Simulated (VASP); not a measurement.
Crystal: BAs.

```
B As
1.0
     0.00000    2.40963    2.40963
     2.40963    0.00000    2.40963
     2.40963    2.40963    0.00000
B As
1 1
Direct
  0.75000 0.75000 0.75000
  0.00000 0.00000 0.00000
```

Base run:

| Item | Value |
| --- | --- |
| Program | VASP 6.6.1 |
| Functional | LDA |
| Potentials or basis | VASP PAW LDA potentials, release 64 (B, As) |
| Cutoff | 520 eV |
| k mesh | 15 × 15 × 15 |
| Occupations | fermi-dirac, width 0.01 eV |
| Spin | no spin polarisation |

Its results: band gap on the k mesh 1.15 eV, indirect (least direct gap 3.22 eV); pressure -6.5 GPa.

**Question.** The run is repeated on the same cell with these changes: k mesh from 15 × 15 × 15 to 6 × 6 × 6. What comes out?

**Answer.** Band gap on the k mesh 1.24 eV, indirect (least direct gap 3.21 eV); pressure -6.4 GPa.

A k mesh can miss the band edges.
